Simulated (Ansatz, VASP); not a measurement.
**Two plane-wave programs on ScAl3**

```
Sc Al
1.0
     3.90845    0.00000    0.00000
     0.00000    3.90845    0.00000
     0.00000    0.00000    3.74559
Sc Al
1 3
Direct
  0.00000 0.00000 0.00000
  0.50000 0.00000 0.50000
  0.00000 0.50000 0.50000
  0.50000 0.50000 0.00000
```

Change from the starting cell: strain -0.040 along x and y, -0.080 along z, atoms carried along.

Alike in both runs: task single point; functional PBEsol; k mesh 12 × 12 × 12; occupations gaussian, width 0.15 eV; no spin polarisation.

```csv
,VASP,Ansatz
version,VASP 6.6.1,Ansatz 0.2.0
potentials or method,"VASP PAW PBE potentials, release 64 (Sc_sv, Al), cutoff 520 eV","scalar-relativistic, plane waves, PAW"
valence electrons in the cell,20,20
```

```csv
,VASP,Ansatz,Ansatz less VASP
gap on the k mesh at the Fermi level (eV),none,none,-
pressure (GPa),21.4,21.2,-0.20
"traceless stress, the component that is largest in VASP (GPa)",5.58,5.58,-0.003
```

VASP's potentials were made for PBE, not for PBEsol. A gap of «none» marks a metal or a gap that the smearing closes. The functional is the same, so the differences come from potentials, cutoffs and numerics.
